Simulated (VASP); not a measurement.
# C (C2/m) in VASP: a series of runs

The runs below take C through single point, with r2SCAN.

Everything below comes from runs of VASP 6.6.1. Logs are shortened: lines on timing, memory, paths and dates and some standing lists are left out, and cuts for length are marked.

### 1 The cell of the first run

It takes space group C2/m (No. 12, monoclinic). The conventional cell has a = 2.456 Å, b = 7.124 Å, c = 2.456 Å, α = 90.00°, β = 120.00°, γ = 90.00°. Within 1.7 Å of C (site symmetry m) lie 3 C at 1.28 to 1.61 Å.

### 2 Single point, r2SCAN (atom 1 (C) moved by (-0.200, +0.000) A along [1 1 0] and z)

Contents of POSCAR:

```
C
1.0
    0.0000000000      2.1267565396      3.5617636613
    1.2279212041      0.0000000000      3.5617636613
    1.2279212041      2.1267565396      0.0000000000
C
2
Direct
    0.1910414781      0.8089585219      0.0758701171
    0.8332960723      0.1667039277      0.8332960723
```

Contents of INCAR.step1:

```
SYSTEM = C
ALGO = Normal ; EDIFF = 1E-4
ENCUT = 520 ; GGA = PE
ISMEAR = 0 ; LASPH = .True.
LCHARG = .False. ; LREAL = .False.
LWAVE = .True. ; NBANDS = 11
NELM = 100 ; PREC = Accurate
SIGMA = 0.05
```

Contents of INCAR.step2:

```
SYSTEM = C
ALGO = Normal ; EDIFF = 1E-7
ENCUT = 520 ; ISIF = 2
ISMEAR = 0 ; ISTART = 1
LASPH = .True. ; LCHARG = .False.
LMIXTAU = .True. ; LREAL = .False.
LWAVE = .False. ; METAGGA = R2SCAN
NBANDS = 11 ; NELM = 100
PREC = Accurate ; SIGMA = 0.05
```

Contents of KPOINTS:

```
k-points
0
Gamma
  14 14 14
  0 0 0
```

Potentials or basis: VASP PAW PBE potentials, release 64 (C).

Command:

```
$ cat potpaw_PBE.64/C/POTCAR > POTCAR
$ cp INCAR.step1 INCAR
$ mpirun -np 1 vasp_std > vasp.out
$ cp INCAR.step2 INCAR
$ mpirun -np 1 vasp_std > vasp.out
```

OUTCAR:

```text
SYSTEM = C
   EDIFF = 1E-7
   ENCUT = 520
   ISIF = 2
   ISMEAR = 0
   ISTART = 1
   LASPH = .True.
   LREAL = .False.
   METAGGA = R2SCAN
   NELM = 100
   PREC = Accurate

 ion  position               nearest neighbor table
   1  0.191  0.809  0.076-   2 1.28   2 1.38   2 1.61
   2  0.833  0.167  0.833-   1 1.28   1 1.38   1 1.61

  LATTYP: Found a face centered orthorhombic cell.
 ALAT       =     2.4558424082
 B/A-ratio  =     1.7319975683
 C/A-ratio  =     2.9006451305

  Lattice vectors:

 A1 = (   0.0000000000,   2.1267565396,   3.5617636613)
 A2 = (   1.2279212041,   0.0000000000,   3.5617636613)
 A3 = (   1.2279212041,   2.1267565396,   0.0000000000)

Analysis of symmetry for initial positions (statically):
=====================================================================
 Subroutine PRICEL returns:
 Original cell was already a primitive cell.

 Routine SETGRP: Setting up the symmetry group for a
 face centered orthorhombic supercell.

 Subroutine GETGRP returns: Found  4 space group operations
 (whereof  2 operations were pure point group operations)
 out of a pool of  8 trial point group operations.

The static configuration has the point symmetry C_1h.
 The point group associated with its full space group is C_2h.

Analysis of symmetry for dynamics (positions and initial velocities):
=====================================================================
 Subroutine PRICEL returns:
 Original cell was already a primitive cell.

 Routine SETGRP: Setting up the symmetry group for a
 face centered orthorhombic supercell.

 Subroutine GETGRP returns: Found  4 space group operations
 (whereof  2 operations were pure point group operations)
 out of a pool of  8 trial point group operations.

The dynamic configuration has the point symmetry C_1h.
 The point group associated with its full space group is C_2h.

 Subroutine INISYM returns: Found  4 space group operations
 (whereof  2 operations are pure point group operations),
 and found     1 'primitive' translations

----------------------------------------------------------------------------------------

                                     Primitive cell

  volume of cell :      18.6030

  direct lattice vectors                    reciprocal lattice vectors
     0.000000000  2.126756540  3.561763661    -0.407192252  0.235099783  0.140379893
     1.227921204  0.000000000  3.561763661     0.407192252 -0.235099783  0.140379893
     1.227921204  2.126756540  0.000000000     0.407192252  0.235099783 -0.140379893

  length of vectors
     4.148403760  3.767486014  2.455785793     0.490697414  0.490697414  0.490697414

  position of ions in fractional coordinates (direct lattice)
     0.191041478  0.808958522  0.075870117
     0.833296072  0.166703928  0.833296072

  ion indices of the primitive-cell ions
   primitive index   ion index
                 1           1
                 2           2

----------------------------------------------------------------------------------------

 KPOINTS: k-points

Automatic generation of k-mesh.
 Grid dimensions read from file:
 generate k-points for:   14   14   14

 Generating k-lattice:

  Cartesian coordinates                     Fractional coordinates (reciprocal lattice)
    -0.029085161  0.016792842  0.010027135     0.071428571  0.000000000  0.000000000
     0.029085161 -0.016792842  0.010027135     0.000000000  0.071428571  0.000000000
     0.029085161  0.016792842 -0.010027135     0.000000000  0.000000000  0.071428571

  Length of vectors
     0.035049815  0.035049815  0.035049815

  Shift w.r.t. Gamma in fractional coordinates (k-lattice)
     0.000000000  0.000000000  0.000000000

 Subroutine IBZKPT returns following result:
 ===========================================

 Found    744 irreducible k-points:

 Following reciprocal coordinates:
            Coordinates               Weight
  0.000000  0.000000  0.000000      1.000000
  0.071429  0.000000 -0.000000      4.000000
 -0.071429 -0.071429 -0.071429      4.000000
  0.142857 -0.000000 -0.000000      4.000000
 -0.142857 -0.142857 -0.142857      4.000000
  0.214286  0.000000 -0.000000      4.000000
[... 16 lines left out ...]
  0.357143  0.071429 -0.000000      4.000000
 -0.357143 -0.357143 -0.285714      4.000000
 [... further k-points ...]
   k-points           NKPTS =    744   k-points in BZ     NKDIM =    744   number of bands    NBANDS=     11
   number of dos      NEDOS =    301   number of ions     NIONS =      2
   total plane-waves  NPLWV =  16128
   dimension x,y,z NGX =    32 NGY =   28 NGZ =   18
   dimension x,y,z NGXF=    64 NGYF=   56 NGZF=   36
   ions per type =               2
   NGX,Y,Z   is equivalent  to a cutoff of  12.82, 12.36, 12.19 a.u.
   NGXF,Y,Z  is equivalent  to a cutoff of  25.65, 24.71, 24.37 a.u.
 SYSTEM =  C
   PREC   = accura    normal or accurate (medium, high low for compatibility)
   ISTART =      1    job   : 0-new  1-cont  2-samecut
   ICHARG =      0    charge: 1-file 2-atom 10-const
   ISPIN  =      1    spin polarized calculation?
   LNONCOLLINEAR =      F non collinear calculations
   LSORBIT =      F    spin-orbit coupling
   LASPH  =      T    aspherical Exc in radial PAW
   ENCUT  =  520.0 eV  38.22 Ry    6.18 a.u.   7.71  7.01  4.57*2*pi/ulx,y,z
   NELM   =    100;   NELMIN=  2; NELMDL=  0     # of ELM steps
   EDIFF  = 0.1E-06   stopping-criterion for ELM
   LREAL  =      F    real-space projection
   EDIFFG = 0.1E-05   stopping-criterion for IOM
   NSW    =      0    number of steps for IOM
   IBRION =     -1    ionic relax: 0-MD 1-quasi-New 2-CG
   NFREE  =      0    steps in history (QN), initial steepest desc. (CG)
   ISIF   =      2    stress and relaxation
   ISYM   =      2    0-nonsym 1-usesym 2-fastsym
   POTIM  = 0.5000    time-step for ionic-motion
   TEBEG  =    0.0;   TEEND  =   0.0 temperature during run
   PSTRESS=    0.0 pullay stress
   NELECT =       8.0000    total number of electrons
   NUPDOWN=      -1.0000    fix difference up-down
   EMIN   =  10.00;   EMAX   =-10.00  energy-range for DOS
   EFERMI =   0.00;   METHOD = LEGACY
   ISMEAR =     0;   SIGMA  =   0.05  broadening in eV -4-tet -1-fermi 0-gaus
   EFERMI_NEDOS =   21; number of points for ismear=-14 and -15
   IALGO  =     38    algorithm
   IMIX   =      4    mixing-type and parameters
     AMIX     =   0.40;   BMIX     =  1.00
     AMIX_MAG =   1.60;   BMIX_MAG =  1.00
  volume/ion in A,a.u.               =       9.30        62.77
  Fermi-wavevector in a.u.,A,eV,Ry     =   1.235692  2.335120 20.775221  1.526936
  Thomas-Fermi vector in A             =   2.370331
   LORBIT       =      0    0 simple, 1 ext, 2 COOP (PROOUT), +10 PAW based schemes
   METAGGA = R2SCAN    functional components
   LHFCALC =     F    Hartree Fock is set to
   AEXX    =    0.0000 exact exchange contribution
   IVDW    =     0    specifies the selected vdW correction
   LEPSILON=     F    determine dielectric tensor
   LRPA    =     F    only Hartree local field effects (RPA)
 non-spin polarized calculation
 Gauss-broadening in eV      SIGMA  =   0.05
  energy-cutoff  :      520.00
  volume of cell :       18.60
 maximum number of plane-waves:       522
   NGX = 15   NGY = 13   NGZ =  9

 number of electron       8.0000000 magnetization

 Free energy of the ion-electron system (eV)
  ---------------------------------------------------
  ext. energy  EPLUGINS =         0.00000000
  ---------------------------------------------------
  free energy    TOTEN  =       -18.89292753 eV

  energy without entropy =      -18.89283196  energy(sigma->0) =      -18.89287975

 E-fermi :   4.0274     XC(G=0): -10.6920

 val. band max:        3.9738513232   @ k =  -0.1429   0.3571   0.5000
 cond. band min:       4.0321019433   @ k =  -0.1429   0.2857   0.4286
 fundamental gap:      0.0582506201
 Fermi energy:         4.0273657441

 k-point     1 :       0.0000    0.0000    0.0000
  band No.  band energies     occupation
      1     -16.8333      2.00000
      2      -3.3121      2.00000
      3      -2.0456      2.00000
      4       4.4604      0.00000
      5       8.1434      0.00000
      6       8.9971      0.00000
      7      16.6065      0.00000
      8      16.9225      0.00000
      9      17.9155      0.00000
     10      27.7779      0.00000
     11      28.2284      0.00000

 k-point     2 :       0.0714    0.0000   -0.0000
  band No.  band energies     occupation
      1     -16.7056      2.00000
      2      -3.1829      2.00000
      3      -2.3440      2.00000
      4       3.9156      1.99842
      5       8.3222      0.00000
      6       9.2884      0.00000
      7      16.3677      0.00000
      8      17.1458      0.00000
      9      18.0060      0.00000
     10      27.7739      0.00000
     11      28.2619      0.00000

 k-point     3 :      -0.0714   -0.0714   -0.0714
  band No.  band energies     occupation
      1     -16.7016      2.00000
      2      -3.1991      2.00000
      3      -2.1916      2.00000
      4       3.4125      2.00000
      5       8.2832      0.00000
      6       9.7623      0.00000
      7      16.5593      0.00000
      8      16.9770      0.00000
      9      18.0959      0.00000
     10      27.3746      0.00000
     11      28.2603      0.00000
[... 267 lines left out ...]
 k-point    23 :       0.3571    0.0714   -0.0000
  band No.  band energies     occupation
      1     -14.7950      2.00000
      2      -5.8823      2.00000
      3      -1.5329      2.00000
      4       0.0076      2.00000
      5      10.3010      0.00000
      6      10.6657      0.00000
      7      12.3204      0.00000
      8      20.4562      0.00000
      9      22.0521      0.00000
     10      23.9397      0.00000
     11      27.2223      0.00000

 k-point    24 :      -0.3571   -0.3571   -0.2857
  band No.  band energies     occupation
      1     -14.7426      2.00000
      2      -3.9867      2.00000
      3      -3.0332      2.00000
      4      -1.8379      2.00000
      5      11.1741      0.00000
      6      11.6908      0.00000
      7      13.0616      0.00000
      8      20.1379      0.00000
      9      22.0563      0.00000
     10      22.8743      0.00000
     11      27.5246      0.00000

 [... further k-points ...]

------------------------ aborting loop because EDIFF is reached ----------------------------------------

  FORCE on cell =-STRESS in cart. coord.  units (eV):
  Direction    XX          YY          ZZ          XY          YZ          ZX
  --------------------------------------------------------------------------------------
  -------------------------------------------------------------------------------------
  Total        0.8090407      4.4973029     -0.0398371     -1.3966096      0.0000000      0.0000000
  in kB       69.6783067    387.3284099     -3.4309550   -120.2824397      0.0000000      0.0000000
  external PRESSURE =     151.1919205 kB  Pullay stress =       0.0000000 kB

 VOLUME and BASIS-vectors are now :
 -----------------------------------------------------------------------------
  energy-cutoff  :      520.00
  volume of cell :       18.60
      direct lattice vectors                 reciprocal lattice vectors
     0.000000000  2.126756540  3.561763661    -0.407192252  0.235099783  0.140379893
     1.227921204  0.000000000  3.561763661     0.407192252 -0.235099783  0.140379893
     1.227921204  2.126756540  0.000000000     0.407192252  0.235099783 -0.140379893

 POSITION                                       TOTAL-FORCE (eV/Angst)
 -----------------------------------------------------------------------------------
      1.08650      0.56766      3.56176         4.981480      7.624702      0.000000
      1.22792      3.54444      3.56176        -4.981480     -7.624702      0.000000
 -----------------------------------------------------------------------------------
    total drift:                                0.000006      0.000002     -0.000008

  FREE ENERGIE OF THE ION-ELECTRON SYSTEM (eV)
  ---------------------------------------------------
  free  energy   TOTEN  =       -18.8929275324 eV

  energy  without entropy=      -18.8928319584  energy(sigma->0) =      -18.89287975
```

It took 8.8 min on 1 thread of AMD EPYC 9R45 (Zen 5), shared host; peak memory 0.21 GiB.

What came out:

```yaml
Free_energy: -18.8929 eV
Pressure: 15.1 GPa
Largest_force: 9.108 eV/Å
Band_gap_on_the_k_mesh: zero (bands 4 and 5 overlap by 0.68 eV)
```

Forces on the atoms (eV/Å):
```
C    4.981  7.625  0.000
C   -4.981 -7.625  0.000
```

Caveat: the cell differs from its parent crystal (atom 1 (C) moved by (-0.200, +0.000) A along [1 1 0] and z); the stress differs along the axes, from -0 to 39 GPa; the PAW data sets were made with another functional, which shifts forces and pressure a little.

### 3 Single point, r2SCAN (atom 1 (C) moved by (+0.000, -0.200) A along [1 1 0] and z)

Changes to POSCAR since step 2:

```diff
@@ -8,3 +8,3 @@
 Direct
-    0.1910414781      0.8089585219      0.0758701171
+    0.1386279492      0.8052200938      0.1947799062
     0.8332960723      0.1667039277      0.8332960723
```

Contents of INCAR.step1:

```
SYSTEM = C
  ALGO = Normal
  EDIFF = 1E-4
  ENCUT = 520
  GGA = PE
  ISMEAR = 0
  LASPH = .True.
  LCHARG = .False.
  LREAL = .False.
  LWAVE = .True.
  NBANDS = 11
  NELM = 80
  PREC = Accurate
  SIGMA = 0.05
```

Contents of INCAR.step2:

```
SYSTEM = C
  ALGO = Normal
  EDIFF = 1E-7
  ENCUT = 520
  ISIF = 2
  ISMEAR = 0
  ISTART = 1
  LASPH = .True.
  LCHARG = .False.
  LMIXTAU = .True.
  LREAL = .False.
  LWAVE = .False.
  METAGGA = R2SCAN
  NBANDS = 11
  NELM = 80
  PREC = Accurate
  SIGMA = 0.05
```

KPOINTS is that of step 2.

Potentials or basis: VASP PAW PBE potentials, release 64 (C).

Command:

```
$ cat potpaw_PBE.64/C/POTCAR > POTCAR
$ cp INCAR.step1 INCAR
$ mpirun -np 1 vasp_std > vasp.out
$ cp INCAR.step2 INCAR
$ mpirun -np 1 vasp_std > vasp.out
```

Wall time 8.9 min (1 thread of AMD EPYC 9R45 (Zen 5), shared host); peak memory 0.21 GiB.

Results (log left out):

```
Free energy   : -19.5287 eV
Pressure      : -1.4 GPa
Largest force : 3.473 eV/Å
```

Forces on the atoms (eV/Å):
```
C    0.000  0.006  3.473
C    0.000 -0.006 -3.473
```

Stress tensor (GPa, compression positive):
```
 1.05  0.00  0.00
 0.00  1.05  0.05
 0.00  0.05 -6.23
```

Caveat: the cell differs from its parent crystal (atom 1 (C) moved by (+0.000, -0.200) A along [1 1 0] and z); the stress differs along the axes, from -6 to 1 GPa; the PAW data sets were made with another functional, which shifts forces and pressure a little.

[end of part 1 of 2]

The gap in the log of VASP goes by the Fermi energy; the results here count the filled bands.